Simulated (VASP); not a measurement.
# Pb in VASP: a series of runs, part 2 of 2

VASP 6.6.1.

## Step 3: Single point, PBEsol (strain -0.050 along x and y, -0.050 along z)

INCAR

```
PREC = Accurate
ENCUT = 520
EDIFF = 1E-6
ISMEAR = 0
SIGMA = 0.15
LREAL = False
LASPH = True
NELM = 100
ALGO = Normal
ISIF = 2
LWAVE = False
LCHARG = True
GGA = PS
LELF = True
LVHAR = True
NBANDS = 13
```

KPOINTS

```
Automatic mesh
0
Gamma
  16 16 16
```

POSCAR

```
Pb
1.0
    0.0000000000      2.3463100000      2.3463100000
    2.3463100000      0.0000000000      2.3463100000
    2.3463100000      2.3463100000      0.0000000000
Pb
1
Direct
    0.0000000000      0.0000000000      0.0000000000
```

Potentials or basis: VASP PAW PBE potentials, release 64 (Pb_d).

Command:

```bash
$ cat potpaw_PBE.64/Pb_d/POTCAR > POTCAR
$ mpirun -np 1 vasp_std > vasp.out
```

It took 29 s on 1 thread of Intel Xeon 6975P-C (Granite Rapids), shared host; peak memory 0.18 GiB.

It converged, with:

| Property | Result |
| --- | --- |
| Free energy | -3.8871 eV |
| Pressure | 10.3 GPa |
| Band gap on the k mesh | zero (band 7 reaches 17.76 eV, above the bottom of band 8 at 7.01 eV) |

Levels at points of the mesh, in eV from the Fermi level:
```tsv
k point	band 5	band 6	band 7	band 8	band 9	band 10
(0.00, 0.00, 0.00)	-17.01	-13.06	8.64	8.64	8.64	9.73
(0.50, 0.00, 0.00)	-16.80	-8.38	-5.16	6.42	6.42	9.20
(0.50, 0.50, 0.00)	-16.74	-6.55	-4.06	2.12	2.12	5.83
```

Caveat: the cell differs from its parent crystal (strain -0.050 along x and y, -0.050 along z); the PAW data sets were made with another functional, which shifts forces and pressure a little; spin-orbit coupling is left out, which moves the levels of the heavy elements.

## Step 4: Single point, PBEsol (strain -0.025 along x and y, -0.025 along z)

INCAR

```
PREC = Accurate ; ENCUT = 520
EDIFF = 1E-6 ; ISMEAR = 0
SIGMA = 0.15 ; LREAL = False
LASPH = True ; NELM = 100
ALGO = Fast ; ISIF = 2
LWAVE = False ; LCHARG = True
GGA = PS ; LELF = True
LVHAR = True ; NBANDS = 13
```

KPOINTS is that of step 3.

POSCAR

```
Pb
1.0
    0.0000000000      2.4080550000      2.4080550000
    2.4080550000      0.0000000000      2.4080550000
    2.4080550000      2.4080550000      0.0000000000
Pb
1
Direct
    0.0000000000      0.0000000000      0.0000000000
```

Potentials or basis: VASP PAW PBE potentials, release 64 (Pb_d).

Command:

```bash
$ cat potpaw_PBE.64/Pb_d/POTCAR > POTCAR
$ mpirun -np 1 vasp_std > vasp.out
```

OUTCAR:

```text
PREC = Accurate
   ENCUT = 520
   EDIFF = 1E-6
   ISMEAR = 0
   LREAL = False
   LASPH = True
   NELM = 100
   ISIF = 2
   GGA = PS

 ion  position               nearest neighbor table
   1  0.000  0.000  0.000-

  LATTYP: Found a face centered cubic cell.
 ALAT       =     4.8161100000

  Lattice vectors:

 A1 = (   0.0000000000,   2.4080550000,   2.4080550000)
 A2 = (   2.4080550000,   0.0000000000,   2.4080550000)
 A3 = (   2.4080550000,   2.4080550000,   0.0000000000)

Analysis of symmetry for initial positions (statically):
=====================================================================
 Subroutine PRICEL returns:
 Original cell was already a primitive cell.

 Routine SETGRP: Setting up the symmetry group for a
 face centered cubic supercell.

 Subroutine GETGRP returns: Found 48 space group operations
 (whereof 48 operations were pure point group operations)
 out of a pool of 48 trial point group operations.

The static configuration has the point symmetry O_h .

Analysis of symmetry for dynamics (positions and initial velocities):
=====================================================================
 Subroutine PRICEL returns:
[... 162 lines left out ...]
 Fermi energy:         8.1086839450

 k-point     1 :       0.0000    0.0000    0.0000
  band No.  band energies     occupation
      1      -9.0020      2.00000
      2      -9.0020      2.00000
      3      -9.0020      2.00000
      4      -8.8197      2.00000
      5      -8.8197      2.00000
      6      -4.3003      2.00000
      7      16.1329      0.00000
      8      16.1329      0.00000
      9      16.1329      0.00000
     10      17.8604      0.00000
     11      20.4337      0.00000
     12      21.1704      0.00000
     13      21.1704      0.00000
[... 354 lines left out ...]
  band No.  band energies     occupation
      1      -9.0063      2.00000
      2      -8.9857      2.00000
      3      -8.9780      2.00000
      4      -8.8289      2.00000
      5      -8.8133      2.00000
      6      -4.0817      2.00000
      7      14.2150      0.00000
      8      15.0169      0.00000
      9      16.2508      0.00000
     10      17.7734      0.00000
     11      20.8003      0.00000
     12      21.2449      0.00000
     13      21.9370      0.00000

 [... further k-points ...]
[... 5 lines left out ...]
  --------------------------------------------------------------------------------------
  -------------------------------------------------------------------------------------
  Total        0.7145577      0.7145577      0.7145577     -0.0000000     -0.0000000     -0.0000000
  in kB       40.9938503     40.9938503     40.9938503     -0.0000000     -0.0000000     -0.0000000
  external PRESSURE =      40.9938503 kB  Pullay stress =       0.0000000 kB

 VOLUME and BASIS-vectors are now :
 -----------------------------------------------------------------------------
  energy-cutoff  :      520.00
  volume of cell :       27.93
      direct lattice vectors                 reciprocal lattice vectors
     0.000000000  2.408055000  2.408055000    -0.207636453  0.207636453  0.207636453
     2.408055000  0.000000000  2.408055000     0.207636453 -0.207636453  0.207636453
     2.408055000  2.408055000  0.000000000     0.207636453  0.207636453 -0.207636453

 POSITION                                       TOTAL-FORCE (eV/Angst)
 -----------------------------------------------------------------------------------
      0.00000      0.00000      0.00000         0.000000      0.000000     -0.000000
 -----------------------------------------------------------------------------------
    total drift:                               -0.000000     -0.000000     -0.000000

  FREE ENERGIE OF THE ION-ELECTRON SYSTEM (eV)
  ---------------------------------------------------
  free  energy   TOTEN  =        -3.9791157168 eV

  energy  without entropy=       -3.9743976561  energy(sigma->0) =       -3.97675669
```

Wall time 39 s (1 thread of Intel Xeon 6975P-C (Granite Rapids), shared host); peak memory 0.18 GiB.

Results:

```yaml
Free_energy: -3.9791 eV
Pressure: 4.1 GPa
Band_gap_on_the_k_mesh: zero (band 7 reaches 16.13 eV, above the bottom of band 8 at 6.18 eV)
```

Levels at points of the mesh, in eV from the Fermi level:
```
           k point  band 5  band 6  band 7  band 8  band 9  band 10
(0.00, 0.00, 0.00)  -16.93  -12.41    8.02    8.02    8.02     9.75
(0.50, 0.00, 0.00)  -16.76   -8.27   -4.70    5.99    5.99     9.22
(0.50, 0.50, 0.00)  -16.71   -6.65   -3.68    2.08    2.08     5.58
```

Caveat: the cell differs from its parent crystal (strain -0.025 along x and y, -0.025 along z); the PAW data sets were made with another functional, which shifts forces and pressure a little; spin-orbit coupling is left out, which moves the levels of the heavy elements.

## Step 5: Overview

| cell | gap on the mesh (eV) | pressure (GPa) |
| --- | --- | --- |
| a = 3.449, b = 3.449, c = 3.493 Å, angles 59.6, 59.6, 60.8°, 1 atom | none | 1.0 |
| a = 3.318 Å, angles 60.0°, 1 atom | none | 10.3 |
| a = 3.406 Å, angles 60.0°, 1 atom | none | 4.1 |

Alike in all rows: task single point; level PBEsol; potentials or basis VASP PAW PBE potentials, release 64 (Pb_d); no spin polarisation; k mesh 16 × 16 × 16; cutoff (eV) 520; smearing gaussian 0.15 eV.

Caveats: the PAW data sets were made with another functional, which shifts forces and pressure a little; spin-orbit coupling is left out, which moves the levels of the heavy elements.

Absolute energies hang on the potentials; compare differences alone.
